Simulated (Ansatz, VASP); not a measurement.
Given: the input of a run of Ansatz 0.2.0 on Ta3N.

The input input.yaml:

```yaml
crystal:
  lattice:
    - [3.0916944585, 0.0, 0.0]
    - [-1.5458472293, 2.6774859418, 0.0]
    - [0.0, 0.0, 7.6717065629]
  atoms:
    - { symbol: Ta, position: [0.6666666667, 0.3333333333, 0.82607] }
    - { symbol: Ta, position: [0.3333333333, 0.6666666667, 0.17393] }
    - { symbol: Ta, position: [0.0, 0.0, 0.5] }
    - { symbol: "N", position: [0.0, 0.0, 0.0] }
hamiltonian:
  xc: pbe
  pseudopotentials: { kind: paw }
kpoints:
  mp_grid: { grid: [10, 10, 4] }
scf:
  occupations: { method: fermi_dirac, width: 0.05 }
output:
  forces: true
  stress: true
  eigenvalues: true
```

Potentials or basis: Ansatz PAW.

Run with:

```sh
$ ansatz run input.yaml --threads 2 --pin off --max-ram 5632MiB --backend cpu --events-out ev --progress --plain --runs-dir out
```

Problem. Translate it to VASP 6.6.1. Potentials there: VASP PAW PBE potentials, release 64 (Ta_sv_GW, N).

Solution. As run (the cutoff follows the program's own potentials):

The input INCAR:

```
ALGO = Normal
EDIFF = 1E-6
ENCUT = 700
GGA = PE
GGA_COMPAT = False
ISIF = 2
ISMEAR = -1
LASPH = True
LCHARG = False
LREAL = False
LWAVE = False
NBANDS = 30
NELM = 120
PREC = Accurate
SIGMA = 0.05
```

Contents of KPOINTS:

```
k-points
0
Gamma
  10 10 4
```

File POSCAR:

```
Ta3N
1.0
    3.0916944585      0.0000000000      0.0000000000
   -1.5458472293      2.6774859418      0.0000000000
    0.0000000000      0.0000000000      7.6717065629
Ta N
3 1
Direct
    0.6666666667      0.3333333333      0.8260700000
    0.3333333333      0.6666666667      0.1739300000
    0.0000000000      0.0000000000      0.5000000000
    0.0000000000      0.0000000000      0.0000000000
```

Potentials or basis: VASP PAW PBE potentials, release 64 (Ta_sv_GW, N).

Launch:

```bash
$ cat potpaw_PBE.64/Ta_sv_GW/POTCAR potpaw_PBE.64/N/POTCAR > POTCAR
$ mpirun -np 1 vasp_std > vasp.out
```

Both were run:

|  | VASP | Ansatz | Ansatz less VASP |
| --- | --- | --- | --- |
| gap on the k mesh at the Fermi level (eV) | none | none | - |
| pressure (GPa) | -13.6 | -13.4 | +0.21 |
| traceless stress, the component that is largest in VASP (GPa) | 0.35 | 0.34 | -0.010 |
| rms of the force components (eV/Å) | 0.170 | 0.180 | +0.0099 |

Atom by atom the forces differ by 0.010 eV/Å (rms over components). A gap of «none» marks a metal or a gap that the smearing closes.

Spin-orbit coupling is off throughout.
